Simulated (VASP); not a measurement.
# Be3Te (R3m) in VASP: single point with PBE

Aim: the single point of Be3Te with PBE.

Program: VASP 6.6.1. These are calculated values, not measurements. Logs are shortened: lines on timing, memory, paths and dates and some standing lists are left out, and cuts for length are marked.

### Step 1. The cell of the first run

The typed cell holds 4 atoms: a = 5.126 Å, b = 5.126 Å, c = 5.126 Å, α = 49.85°, β = 49.85°, γ = 49.85°.

The cell was generated, and may not be a known phase.

### Step 2. Single point, PBE

File INCAR:

```
PREC = Accurate
ENCUT = 600
EDIFF = 1E-6
ISMEAR = 0
SIGMA = 0.2
LREAL = False
LASPH = True
NELM = 120
ALGO = Normal
ISIF = 2
LWAVE = False
LCHARG = False
GGA = PE
NBANDS = 14
GGA_COMPAT = False
```

File KPOINTS:

```
regular mesh
0
Gamma
  5 5 5
```

File POSCAR:

```
Be3Te
1.0
    2.1600224301      1.2470895314      4.4781046831
   -2.1600224301      1.2470895314      4.4781046831
    0.0000000000     -2.4941790629      4.4781046831
Be Te
3 1
Direct
    0.6938385961      0.1937686209      0.6938385961
    0.6938385961      0.6938385961      0.1937686209
    0.1937686209      0.6938385961      0.6938385961
    0.6937039070      0.6937039070      0.6937039070
```

Potentials or basis: VASP PAW PBE potentials, release 64 (Be, Te).

Launch:

```console
> cat potpaw_PBE.64/Be/POTCAR potpaw_PBE.64/Te/POTCAR > POTCAR
> mpirun -np 1 vasp_std > vasp.out
```

OUTCAR:

```text
PREC = Accurate
   ENCUT = 600
   EDIFF = 1E-6
   ISMEAR = 0
   LREAL = False
   LASPH = True
   NELM = 120
   ISIF = 2
   GGA = PE

 ion  position               nearest neighbor table
   1  0.694  0.194  0.694-   2 2.16   3 2.16   2 2.16   3 2.16   4 2.56   4 2.56
   2  0.694  0.694  0.194-   1 2.16   3 2.16   1 2.16   3 2.16   4 2.56   4 2.56
   3  0.194  0.694  0.694-   2 2.16   1 2.16   2 2.16   1 2.16   4 2.56   4 2.56
   4  0.694  0.694  0.694-   2 2.56   1 2.56   3 2.56   2 2.56   3 2.56   1 2.56

  LATTYP: Found a trigonal (rhomboedric) cell.
 ALAT       =     5.1258512221
 COS(alpha) =     0.6448477877

  Lattice vectors:

 A1 = (   2.1600224301,   1.2470895314,   4.4781046831)
 A2 = (  -2.1600224301,   1.2470895314,   4.4781046831)
 A3 = (   0.0000000000,  -2.4941790629,   4.4781046831)

Analysis of symmetry for initial positions (statically):
=====================================================================
 Subroutine PRICEL returns:
 Original cell was already a primitive cell.

 Routine SETGRP: Setting up the symmetry group for a
 trigonal (rhombohedral) supercell.

 Subroutine GETGRP returns: Found  6 space group operations
 (whereof  6 operations were pure point group operations)
 out of a pool of 12 trial point group operations.

The static configuration has the point symmetry C_3v.

Analysis of symmetry for dynamics (positions and initial velocities):
=====================================================================
 Subroutine PRICEL returns:
 Original cell was already a primitive cell.

 Routine SETGRP: Setting up the symmetry group for a
 trigonal (rhombohedral) supercell.

 Subroutine GETGRP returns: Found  6 space group operations
 (whereof  6 operations were pure point group operations)
 out of a pool of 12 trial point group operations.

The dynamic configuration has the point symmetry C_3v.

 Subroutine INISYM returns: Found  6 space group operations
 (whereof  6 operations are pure point group operations),
 and found     1 'primitive' translations

----------------------------------------------------------------------------------------

                                     Primitive cell

  volume of cell :      72.3771

  direct lattice vectors                    reciprocal lattice vectors
     2.160022430  1.247089531  4.478104683     0.231479078  0.133644508  0.074436253
    -2.160022430  1.247089531  4.478104683    -0.231479078  0.133644508  0.074436253
[... 95 lines left out ...]
   NUPDOWN=      -1.0000    fix difference up-down
   EMIN   =  10.00;   EMAX   =-10.00  energy-range for DOS
   EFERMI =   0.00;   METHOD = LEGACY
   ISMEAR =     0;   SIGMA  =   0.20  broadening in eV -4-tet -1-fermi 0-gaus
   EFERMI_NEDOS =   21; number of points for ismear=-14 and -15
   IALGO  =     38    algorithm
   IMIX   =      4    mixing-type and parameters
     AMIX     =   0.40;   BMIX     =  1.00
     AMIX_MAG =   1.60;   BMIX_MAG =  1.00
  volume/ion in A,a.u.               =      18.09       122.11
  Fermi-wavevector in a.u.,A,eV,Ry     =   0.899363  1.699549 11.005112  0.808853
  Thomas-Fermi vector in A             =   2.022187
   LORBIT       =      0    0 simple, 1 ext, 2 COOP (PROOUT), +10 PAW based schemes
   GGA     = PE    functional components
   LHFCALC =     F    Hartree Fock is set to
   AEXX    =    0.0000 exact exchange contribution
   IVDW    =     0    specifies the selected vdW correction
   LEPSILON=     F    determine dielectric tensor
   LRPA    =     F    only Hartree local field effects (RPA)
 non-spin polarized calculation
 Gauss-broadening in eV      SIGMA  =   0.20
  energy-cutoff  :      600.00
  volume of cell :       72.38
 maximum number of plane-waves:      2430
 NGX is ok and might be reduce to    42
   NGX = 21   NGY = 21   NGZ = 21

 number of electron      12.0000000 magnetization

 Free energy of the ion-electron system (eV)
  ---------------------------------------------------
  ext. energy  EPLUGINS =         0.00000000
  ---------------------------------------------------
  free energy    TOTEN  =       -11.65815781 eV

  energy without entropy =      -11.63831116  energy(sigma->0) =      -11.64823449

 E-fermi :   4.1745     XC(G=0):  -8.8969

 val. band max:        3.9894254096   @ k =  -0.4000   0.4000   0.2000
 cond. band min:       4.2213719091   @ k =   0.4000   0.2000   0.2000
 fundamental gap:      0.2319464995
 Fermi energy:         4.1745245928

 k-point     1 :       0.0000    0.0000    0.0000
  band No.  band energies     occupation
      1      -8.1179      2.00000
      2      -1.4502      2.00000
      3       0.4512      2.00000
      4       2.4433      2.00000
      5       2.4433      2.00000
      6       2.6270      2.00000
      7       5.9079      0.00000
      8       5.9079      0.00000
      9       7.7419      0.00000
     10       7.7419      0.00000
     11       8.0920      0.00000
     12      11.3937      0.00000
     13      11.3937      0.00000
     14      12.1603      0.00000
[... 292 lines left out ...]
      1      -7.6724      2.00000
      2      -3.3670      2.00000
      3       0.6344      2.00000
      4       2.2827      2.00000
      5       2.9264      2.00000
      6       4.3232      0.29322
      7       5.4403      0.00000
      8       5.6630      0.00000
      9       7.8892      0.00000
     10       8.9485      0.00000
     11       9.3941      0.00000
     12      10.3111      0.00000
     13      11.2756      0.00000
     14      11.8829      0.00000

------------------------ aborting loop because EDIFF is reached ----------------------------------------

  FORCE on cell =-STRESS in cart. coord.  units (eV):
  Direction    XX          YY          ZZ          XY          YZ          ZX
  --------------------------------------------------------------------------------------
  -------------------------------------------------------------------------------------
  Total       -0.2394149     -0.2394149      0.0703830      0.0000000     -0.0000000      0.0000000
  in kB       -5.2998107     -5.2998107      1.5580342      0.0000000     -0.0000000      0.0000000
  external PRESSURE =      -3.0138624 kB  Pullay stress =       0.0000000 kB

 VOLUME and BASIS-vectors are now :
 -----------------------------------------------------------------------------
  energy-cutoff  :      600.00
  volume of cell :       72.38
      direct lattice vectors                 reciprocal lattice vectors
     2.160022430  1.247089531  4.478104683     0.231479078  0.133644508  0.074436253
    -2.160022430  1.247089531  4.478104683    -0.231479078  0.133644508  0.074436253
     0.000000000 -2.494179063  4.478104683     0.000000000 -0.267289016  0.074436253

 POSITION                                       TOTAL-FORCE (eV/Angst)
 -----------------------------------------------------------------------------------
      1.08016     -0.62363      7.08188         0.000156     -0.000090     -0.002165
      0.00000      1.24726      7.08188        -0.000000      0.000180     -0.002165
     -1.08016     -0.62363      7.08188        -0.000156     -0.000090     -0.002165
      0.00000     -0.00000      9.31944        -0.000000     -0.000000      0.006494
 -----------------------------------------------------------------------------------
    total drift:                                0.000000      0.000000     -0.000019

  FREE ENERGIE OF THE ION-ELECTRON SYSTEM (eV)
  ---------------------------------------------------
  free  energy   TOTEN  =       -11.6581578075 eV

  energy  without entropy=      -11.6383111629  energy(sigma->0) =      -11.64823449
```

OSZICAR:

```text
N       E                     dE             d eps       ncg     rms          rms(c)
DAV:   1     0.281588438925E+02    0.28159E+02   -0.46636E+03   532   0.754E+02
DAV:   2    -0.103490708206E+02   -0.38508E+02   -0.36398E+02   692   0.120E+02
DAV:   3    -0.125281730272E+02   -0.21791E+01   -0.21623E+01   718   0.291E+01
DAV:   4    -0.125617457444E+02   -0.33573E-01   -0.33560E-01   652   0.390E+00
DAV:   5    -0.125625290934E+02   -0.78335E-03   -0.78326E-03   724   0.596E-01    0.801E+00
DAV:   6    -0.117369978450E+02    0.82553E+00   -0.20616E+00   640   0.555E+00    0.361E+00
DAV:   7    -0.116654359129E+02    0.71562E-01   -0.41605E-01   706   0.285E+00    0.329E+00
DAV:   8    -0.116618929335E+02    0.35430E-02   -0.21649E-02   610   0.798E-01    0.279E+00
DAV:   9    -0.116578764601E+02    0.40165E-02   -0.12212E-02   634   0.455E-01    0.617E-01
DAV:  10    -0.116581381149E+02   -0.26165E-03   -0.11058E-03   658   0.161E-01    0.355E-01
DAV:  11    -0.116581387904E+02   -0.67546E-06   -0.12616E-04   634   0.519E-02    0.830E-02
DAV:  12    -0.116581639000E+02   -0.25110E-04   -0.69847E-05   634   0.396E-02    0.115E-01
DAV:  13    -0.116581583132E+02    0.55868E-05   -0.80132E-06   670   0.136E-02    0.826E-03
DAV:  14    -0.116581578075E+02    0.50569E-06   -0.13248E-06   510   0.543E-03
   1 F= -.11658158E+02 E0= -.11648234E+02  d E =-.198466E-01
```

Run time: 39 s. Hardware: 1 thread of Intel Xeon Platinum 8488C (Sapphire Rapids), shared host; peak memory 0.25 GiB.

Results:

- Free energy: -11.6582 eV
- Pressure: -0.3 GPa
- Largest force: 0.006 eV/Å
- Band gap on the k mesh: zero (bands 6 and 7 overlap by 1.37 eV)

Forces in eV/Å, atoms in the order of the input:
```
Be   0.000  0.000 -0.002
Be   0.000  0.000 -0.002
Be   0.000  0.000 -0.002
Te   0.000  0.000  0.006
```

Stress tensor (GPa, compression positive):
```
-0.53  0.00  0.00
 0.00 -0.53  0.00
 0.00  0.00  0.16
```

Levels at points of the mesh, in eV from the Fermi level:
```
           k point  band 2  band 3  band 4  band 5  band 6  band 7  band 8  band 9  band 10  band 11
(0.00, 0.00, 0.00)   -5.62   -3.72   -1.73   -1.73   -1.55    1.73    1.73    3.57     3.57     3.92
```

Caveat: spin-orbit coupling is left out, which moves the levels of the heavy elements.

The gap in the log of VASP goes by the Fermi energy; the results here count the filled bands.